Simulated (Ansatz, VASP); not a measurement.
# One calculation of Nb, two programs

```
Nb
1.0
     0.00000    2.08642    2.08642
     2.08642    0.00000    2.08642
     2.08642    2.08642    0.00000
Nb
1
Direct
  0.00000 0.00000 0.00000
```

Change from the starting cell: volume scaled by 0.96.

Alike in both runs: task single point; functional LDA; k mesh 13 × 13 × 13; occupations fermi-dirac, width 0.03 eV; no spin polarisation.

|  | VASP | Ansatz |
| --- | --- | --- |
| version | VASP 6.6.1 | Ansatz 0.2.0 |
| potentials or method | VASP PAW LDA potentials, release 64 (Nb_sv), cutoff 520 eV | all-electron LAPW, scalar-relativistic |

Ansatz gave:

| Property | Result |
| --- | --- |
| pressure (GPa) | -3.8 |

Question: Estimate VASP's values.

Answer: Pressure (GPa): -4.0.

LDA's correlation is that of Perdew and Zunger in VASP and of Perdew and Wang (1992) in Ansatz. Ansatz ran all-electron here, and VASP with PAW potentials.
